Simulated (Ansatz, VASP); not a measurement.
**HfC in VASP and in Ansatz**

```
Hf C
1.0
     3.23752    0.00000    0.00000
    -1.61876    2.80377    0.00000
     0.00000    0.00000    2.91566
Hf C
1 1
Direct
  0.66667 0.33333 0.44498
  0.33333 0.66667 0.96764
```

Alike in both runs: functional PBE; k mesh 18 × 18 × 18; occupations gaussian, width 0.1 eV; no spin polarisation.

Ansatz relaxed the structure, and its values are those at the end. VASP's run is a single point on that final structure, the one shown.

|  | VASP | Ansatz |
| --- | --- | --- |
| version | VASP 6.6.1 | Ansatz 0.2.0 |
| potentials or method | VASP PAW PBE potentials, release 64 (Hf_pv, C), cutoff 520 eV | scalar-relativistic, plane waves, PAW |
| valence electrons in the cell | 14 | 30 |

```csv
,VASP,Ansatz,Ansatz less VASP
pressure (GPa),-0.9,0.0,+0.84
rms of the force components (eV/Å),0.004,0.001,-0.0028
```

VASP's potentials hold 14 valence electrons a cell and Ansatz's 30, so a difference there can come from the potentials and not from the codes.

Neither program's run includes spin-orbit coupling.
